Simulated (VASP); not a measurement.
Runs of VASP 6.6.1 on Mo. The structure is that of space group I4/mmm (No. 139), or close to it. The cells are those of the table. 

```tsv
cell	further INCAR settings	gap on the mesh (eV)	pressure (GPa)
a = 2.650 Å, angles 107.3, 107.3, 113.9°, 1 atom	ALGO = Fast; EDIFF = 1e-06; NBANDS = 13	none	34.3
a = 2.656 Å, angles 114.1, 114.1, 100.6°, 1 atom	ALGO = Fast; EDIFF = 1e-07; NBANDS = 13	none	38.4
a = 2.759 Å, angles 107.4, 107.4, 113.7°, 1 atom	ALGO = Fast; EDIFF = 1e-06; NBANDS = 13	none	(a)
a = 2.795 Å, angles 111.6, 111.6, 105.3°, 1 atom	ALGO = Fast; EDIFF = 1e-07; NBANDS = 13	none	(b)
a = 2.868 Å, angles 107.5, 107.5, 113.6°, 1 atom	ALGO = Fast; EDIFF = 1e-06; NBANDS = 13	none	-25.3
```

Alike in all rows: task single point; level PBE; potentials or basis VASP PAW PBE potentials, release 64 (Mo_sv); no spin polarisation; k mesh 22 × 22 × 22; cutoff (eV) 520; smearing gaussian 0.15 eV.

Question: Fill in the values left out.

Answer: (a) -3.6; (b) -12.4.

A k mesh can miss the band edges, and the runs leave out spin-orbit coupling on Mo.

A gap of «none» marks levels without a gap at the run's occupations.
